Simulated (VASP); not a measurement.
A run of VASP 6.6.1 is set up as follows.

Contents of POSCAR:

```
C
1.0
    0.0000000000      2.1270000000      3.3480000000
    1.2280000000      0.0000000000      3.3480000000
    1.2280000000      2.1270000000      0.0000000000
C
2
Direct
    0.1666700000      0.8333300000      0.1666700000
    0.8333300000      0.1666700000      0.8333300000
```

INCAR.step1

```
PREC = Accurate
ENCUT = 520
ISMEAR = 1
SIGMA = 0.1
LREAL = False
LASPH = True
NELM = 80
NBANDS = 11
GGA = PE
ALGO = Normal
EDIFF = 1E-4
LWAVE = True
LCHARG = False
```

The input INCAR.step2:

```
PREC = Accurate
ENCUT = 520
EDIFF = 1E-7
ISMEAR = 1
SIGMA = 0.1
LREAL = False
LASPH = True
NELM = 80
ALGO = Normal
ISIF = 2
LWAVE = False
LCHARG = True
METAGGA = R2SCAN
LMIXTAU = True
LELF = True
LVHAR = True
NBANDS = 11
ISTART = 1
```

KPOINTS

```
regular mesh
0
Gamma
  7 7 7
```

Potentials or basis: VASP PAW PBE potentials, release 64 (C).

The run is started by

```console
$ cat potpaw_PBE.64/C/POTCAR > POTCAR
$ cp INCAR.step1 INCAR
$ mpirun -np 1 vasp_std > vasp.out
$ cp INCAR.step2 INCAR
$ mpirun -np 1 vasp_std > vasp.out
```

(1) Predict the band gap on the k mesh.

(2) Estimate the pressure.

(3) What does it give for the largest force?

## Answers

(1) 1.90 eV, indirect (least direct gap 2.00 eV).

(2) 1.1 GPa.

(3) 0.014 eV/Å.

Caveat: the k points lie up to 0.44 Å⁻¹ apart; the PAW data sets were made with another functional, which shifts forces and pressure a little.
